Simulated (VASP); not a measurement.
# GaN (P6_3mc) in VASP: notebook

GaN is run at these levels: LDA; tasks: single point.

Everything below comes from runs of VASP 6.6.1. Logs are shortened: lines on timing, memory, paths and dates and some standing lists are left out, and cuts for length are marked.

## 1. The cell of the first run

The structure is hexagonal, space group P6_3mc (No. 186). Conventional cell: a = 2.931 Å, b = 2.931 Å, c = 5.447 Å, α = 90.00°, β = 90.00°, γ = 120.00°. Ga (site symmetry 3m) has 4 N at 1.82 to 2.05 Å within 2.4 Å. N (site symmetry 3m) has 4 Ga at 1.82 to 2.05 Å within 2.4 Å.

## 2. Single point, LDA

Input file INCAR:

```
ALGO = Normal ; EDIFF = 1E-6
ENCUT = 520 ; ISIF = 2
ISMEAR = 0 ; LASPH = T
LCHARG = T ; LELF = T
LREAL = F ; LVHAR = T
LWAVE = F ; NBANDS = 26
NELM = 60 ; PREC = Accurate
SIGMA = 0.05
```

Input file KPOINTS:

```
k-points
0
Gamma
  12 12 6
```

Input file POSCAR:

```
GaN
1.0
    2.9311000000      0.0000000000      0.0000000000
   -1.4655500000      2.5384070610      0.0000000000
    0.0000000000      0.0000000000      5.4466000000
Ga N
2 2
Direct
    0.3333333333      0.6666666667      0.9992962937
    0.6666666667      0.3333333333      0.4992962937
    0.3333333333      0.6666666667      0.3757037063
    0.6666666667      0.3333333333      0.8757037063
```

Potentials or basis: VASP PAW LDA potentials, release 64 (Ga_d, N).

Launch:

```sh
$ cat potpaw_LDA.64/Ga_d/POTCAR potpaw_LDA.64/N/POTCAR > POTCAR
$ mpirun -np 1 vasp_std > vasp.out
```

OUTCAR:

```text
EDIFF = 1E-6
   ENCUT = 520
   ISIF = 2
   ISMEAR = 0
   LASPH = T
   LREAL = F
   NELM = 60
   PREC = Accurate

 ion  position               nearest neighbor table
   1  0.333  0.667  0.999-   4 1.82   4 1.82   4 1.82   3 2.05
   2  0.667  0.333  0.499-   3 1.82   3 1.82   3 1.82   4 2.05
   3  0.333  0.667  0.376-   2 1.82   2 1.82   2 1.82   1 2.05
   4  0.667  0.333  0.876-   1 1.82   1 1.82   1 1.82   2 2.05

  LATTYP: Found a hexagonal cell.
 ALAT       =     2.9311000000
 C/A-ratio  =     1.8582102282

  Lattice vectors:

 A1 = (   2.9311000000,   0.0000000000,   0.0000000000)
 A2 = (  -1.4655500000,   2.5384070610,   0.0000000000)
 A3 = (   0.0000000000,   0.0000000000,   5.4466000000)

Analysis of symmetry for initial positions (statically):
=====================================================================
 Subroutine PRICEL returns:
 Original cell was already a primitive cell.

 Routine SETGRP: Setting up the symmetry group for a
 hexagonal supercell.

 Subroutine GETGRP returns: Found 12 space group operations
 (whereof  6 operations were pure point group operations)
 out of a pool of 24 trial point group operations.

The static configuration has the point symmetry C_3v.
 The point group associated with its full space group is C_6v.

Analysis of symmetry for dynamics (positions and initial velocities):
=====================================================================
 Subroutine PRICEL returns:
 Original cell was already a primitive cell.

 Routine SETGRP: Setting up the symmetry group for a
 hexagonal supercell.

 Subroutine GETGRP returns: Found 12 space group operations
 (whereof  6 operations were pure point group operations)
 out of a pool of 24 trial point group operations.

The dynamic configuration has the point symmetry C_3v.
 The point group associated with its full space group is C_6v.

 Subroutine INISYM returns: Found 12 space group operations
 (whereof  6 operations are pure point group operations),
 and found     1 'primitive' translations

----------------------------------------------------------------------------------------

                                     Primitive cell

  volume of cell :      40.5245

  direct lattice vectors                    reciprocal lattice vectors
[... 82 lines left out ...]
   PREC   = accura    normal or accurate (medium, high low for compatibility)
   ISTART =      0    job   : 0-new  1-cont  2-samecut
   ICHARG =      2    charge: 1-file 2-atom 10-const
   ISPIN  =      1    spin polarized calculation?
   LNONCOLLINEAR =      F non collinear calculations
   LSORBIT =      F    spin-orbit coupling
   LASPH  =      T    aspherical Exc in radial PAW
   ENCUT  =  520.0 eV  38.22 Ry    6.18 a.u.   5.45  5.45 10.13*2*pi/ulx,y,z
   NELM   =     60;   NELMIN=  2; NELMDL= -5     # of ELM steps
   EDIFF  = 0.1E-05   stopping-criterion for ELM
   LREAL  =      F    real-space projection
   EDIFFG = 0.1E-04   stopping-criterion for IOM
   NSW    =      0    number of steps for IOM
   IBRION =     -1    ionic relax: 0-MD 1-quasi-New 2-CG
   NFREE  =      0    steps in history (QN), initial steepest desc. (CG)
   ISIF   =      2    stress and relaxation
   ISYM   =      2    0-nonsym 1-usesym 2-fastsym
   POTIM  = 0.5000    time-step for ionic-motion
   TEBEG  =    0.0;   TEEND  =   0.0 temperature during run
   PSTRESS=    0.0 pullay stress
   NELECT =      36.0000    total number of electrons
   NUPDOWN=      -1.0000    fix difference up-down
   EMIN   =  10.00;   EMAX   =-10.00  energy-range for DOS
   EFERMI =   0.00;   METHOD = LEGACY
   ISMEAR =     0;   SIGMA  =   0.05  broadening in eV -4-tet -1-fermi 0-gaus
   EFERMI_NEDOS =   21; number of points for ismear=-14 and -15
   IALGO  =     38    algorithm
   IMIX   =      4    mixing-type and parameters
     AMIX     =   0.40;   BMIX     =  1.00
     AMIX_MAG =   1.60;   BMIX_MAG =  1.00
  volume/ion in A,a.u.               =      10.13        68.37
  Fermi-wavevector in a.u.,A,eV,Ry     =   1.573753  2.973962 33.697524  2.476698
  Thomas-Fermi vector in A             =   2.674990
   LORBIT       =      0    0 simple, 1 ext, 2 COOP (PROOUT), +10 PAW based schemes
   GGA     = CA    functional components
   LHFCALC =     F    Hartree Fock is set to
   AEXX    =    0.0000 exact exchange contribution
   IVDW    =     0    specifies the selected vdW correction
   LEPSILON=     F    determine dielectric tensor
   LRPA    =     F    only Hartree local field effects (RPA)
 non-spin polarized calculation
 Gauss-broadening in eV      SIGMA  =   0.05
  energy-cutoff  :      520.00
  volume of cell :       40.52
 maximum number of plane-waves:      1124
 NGX is ok and might be reduce to    24
   NGX = 11   NGY = 11   NGZ = 21

 number of electron      36.0000004 magnetization

 Free energy of the ion-electron system (eV)
  ---------------------------------------------------
  ext. energy  EPLUGINS =         0.00000000
  ---------------------------------------------------
  free energy    TOTEN  =       -26.91872604 eV

  energy without entropy =      -26.91872604  energy(sigma->0) =      -26.91872604

 E-fermi :   6.9812     XC(G=0): -12.7727

 val. band max:        6.7436724921   @ k =   0.0000   0.0000   0.0000
 cond. band min:       8.4525487851   @ k =   0.0000   0.0000   0.0000
 fundamental gap:      1.7088762929
 Fermi energy:         6.9812117014

 k-point     1 :       0.0000    0.0000    0.0000
  band No.  band energies     occupation
      1     -10.5830      2.00000
      2      -9.5333      2.00000
      3      -7.3219      2.00000
      4      -7.3219      2.00000
      5      -7.2696      2.00000
      6      -7.2696      2.00000
[... 685 lines left out ...]
     25      18.5312      0.00000
     26      20.4212      0.00000

 [... further k-points ...]
[... 5 lines left out ...]
  --------------------------------------------------------------------------------------
  -------------------------------------------------------------------------------------
  Total       12.6459273     12.6459273     -3.4821544      0.0000000     -0.0000000      0.0000000
  in kB      499.9699232    499.9699232   -137.6706050      0.0000000     -0.0000000      0.0000000
  external PRESSURE =     287.4230805 kB  Pullay stress =       0.0000000 kB

 VOLUME and BASIS-vectors are now :
 -----------------------------------------------------------------------------
  energy-cutoff  :      520.00
  volume of cell :       40.52
      direct lattice vectors                 reciprocal lattice vectors
     2.931100000  0.000000000  0.000000000     0.341168844  0.196973924  0.000000000
    -1.465550000  2.538407061  0.000000000     0.000000000  0.393947848  0.000000000
     0.000000000  0.000000000  5.446600000     0.000000000  0.000000000  0.183600778

 POSITION                                       TOTAL-FORCE (eV/Angst)
 -----------------------------------------------------------------------------------
     -0.00000      1.69227      5.44277        -0.000000      0.000000      1.560125
      1.46555      0.84614      2.71947         0.000000     -0.000000      1.560125
     -0.00000      1.69227      2.04631         0.000000     -0.000000     -1.560125
      1.46555      0.84614      4.76961        -0.000000      0.000000     -1.560125
 -----------------------------------------------------------------------------------
    total drift:                               -0.000000     -0.000000     -0.000293

  FREE ENERGIE OF THE ION-ELECTRON SYSTEM (eV)
  ---------------------------------------------------
  free  energy   TOTEN  =       -26.9187260443 eV

  energy  without entropy=      -26.9187260443  energy(sigma->0) =      -26.91872604
```

OSZICAR:

```text
N       E                     dE             d eps       ncg     rms          rms(c)
DAV:   1     0.275894947815E+03    0.27589E+03   -0.17566E+04  4440   0.268E+03
DAV:   2     0.259535401683E+01   -0.27330E+03   -0.25731E+03  4208   0.495E+02
DAV:   3    -0.307091640569E+02   -0.33305E+02   -0.32865E+02  4734   0.141E+02
DAV:   4    -0.316654737793E+02   -0.95631E+00   -0.95333E+00  4582   0.255E+01
DAV:   5    -0.316838691499E+02   -0.18395E-01   -0.18381E-01  4842   0.345E+00    0.116E+01
DAV:   6    -0.269473780278E+02    0.47365E+01   -0.10936E+01  6562   0.569E+01    0.331E+00
DAV:   7    -0.269847862091E+02   -0.37408E-01   -0.16258E+00  4238   0.883E+00    0.273E+00
DAV:   8    -0.269393481653E+02    0.45438E-01   -0.23737E-01  6550   0.606E+00    0.103E+00
DAV:   9    -0.269181844626E+02    0.21164E-01   -0.75469E-02  6532   0.469E+00    0.235E-01
DAV:  10    -0.269188260127E+02   -0.64155E-03   -0.51089E-03  4344   0.595E-01    0.572E-02
DAV:  11    -0.269187213790E+02    0.10463E-03   -0.52102E-04  6132   0.451E-01    0.959E-03
DAV:  12    -0.269187254765E+02   -0.40975E-05   -0.60114E-05  5176   0.944E-02    0.295E-03
DAV:  13    -0.269187260443E+02   -0.56774E-06   -0.65779E-06  3876   0.303E-02
   1 F= -.26918726E+02 E0= -.26918726E+02  d E =-.103014E-13
```

It took 37 s on 1 thread of Intel Xeon 6975P-C (Granite Rapids), shared host; peak memory 0.19 GiB.

What came out:

```
Free energy            : -26.9187 eV
Pressure               : 28.7 GPa
Largest force          : 1.560 eV/Å
Band gap on the k mesh : 1.71 eV
```

Forces on the atoms (eV/Å):
```
Ga   0.000  0.000  1.560
Ga   0.000  0.000  1.560
N    0.000  0.000 -1.560
N    0.000  0.000 -1.560
```

Stress tensor (GPa, compression positive):
```
 50.00   0.00   0.00
  0.00  50.00   0.00
  0.00   0.00 -13.77
```

Levels at points of the mesh, in eV from the valence-band top:
| k point | band 15 | band 16 | band 17 | band 18 | band 19 | band 20 | band 21 | band 22 |
| --- | --- | --- | --- | --- | --- | --- | --- | --- |
| (0.00, 0.00, 0.00) | -0.74 | -0.74 | 0.00 | 0.00 | 1.71 | 6.04 | 8.54 | 9.42 |
| (0.50, 0.00, 0.00) | -4.86 | -2.85 | -2.79 | -1.50 | 4.92 | 5.81 | 5.84 | 8.26 |
| (0.00, 0.00, 0.50) | -0.38 | -0.38 | -0.38 | -0.38 | 4.97 | 4.97 | 8.29 | 8.29 |
| (0.50, 0.00, 0.50) | -2.85 | -2.85 | -2.22 | -2.22 | 3.90 | 3.90 | 8.02 | 8.02 |

Caveat: the stress differs along the axes, from -14 to 50 GPa; forces of over 1 eV/Å act on the atoms, so gaps and moduli don't describe the material at rest. LDA gaps usually lie below the measured ones, often by a third to a half.

## 3. Single point, LDA

This run uses another cell than the first one, of 10.29 Å³/atom.

Input file INCAR:

```
  PREC = Accurate
  ENCUT = 520
  EDIFF = 1E-6
  ISMEAR = 0
  SIGMA = 0.05
  LREAL = F
  LASPH = T
  NELM = 100
  ALGO = Normal
  ISIF = 2
  LWAVE = F
  LCHARG = F
  NBANDS = 26
```

Input file KPOINTS:

```
regular mesh
0
Gamma
  12 12 6
```

Input file POSCAR:

```
GaN
1.0
    3.0414000000      0.0000000000      0.0000000000
   -1.5207000000      2.6339296631      0.0000000000
    0.0000000000      0.0000000000      5.1383140418
Ga N
2 2
Direct
    0.3333333333      0.6666666667      0.9992962937
    0.6666666667      0.3333333333      0.4992962937
    0.3333333333      0.6666666667      0.3757037063
    0.6666666667      0.3333333333      0.8757037063
```

Potentials or basis: VASP PAW LDA potentials, release 64 (Ga_d, N).

Launch:

```sh
$ cat potpaw_LDA.64/Ga_d/POTCAR potpaw_LDA.64/N/POTCAR > POTCAR
$ mpirun -np 1 vasp_std > vasp.out
```

It took 37 s on 1 thread of Intel Xeon 6975P-C (Granite Rapids), shared host; peak memory 0.18 GiB.

Results (log left out):

* Free energy: -27.6774 eV
* Pressure: 18.8 GPa
* Largest force: 0.544 eV/Å
* Band gap on the k mesh: 2.48 eV

Forces in eV/Å, atoms in the order of the input:
```
Ga   0.000  0.000  0.544
Ga   0.000  0.000  0.544
N    0.000  0.000 -0.544
N    0.000  0.000 -0.544
```

Stress tensor (GPa, compression positive):
```
24.82  0.00  0.00
 0.00 24.82  0.00
 0.00  0.00  6.74
```

Levels at points of the mesh, in eV from the valence-band top:
| k point | band 15 | band 16 | band 17 | band 18 | band 19 | band 20 | band 21 | band 22 |
| --- | --- | --- | --- | --- | --- | --- | --- | --- |
| (0.00, 0.00, 0.00) | -1.04 | -0.22 | 0.00 | 0.00 | 2.48 | 5.18 | 9.30 | 10.50 |
| (0.50, 0.00, 0.00) | -4.76 | -3.05 | -2.60 | -1.24 | 5.40 | 5.70 | 6.19 | 9.14 |
| (0.00, 0.00, 0.50) | -0.53 | -0.53 | -0.53 | -0.53 | 4.96 | 4.96 | 8.61 | 8.61 |
| (0.50, 0.00, 0.50) | -2.33 | -2.33 | -2.21 | -2.21 | 4.45 | 4.45 | 8.13 | 8.13 |

Caveat: the stress differs along the axes, from 7 to 25 GPa. A k mesh can miss the band edges.

(Part 1 of 3 ends here.)
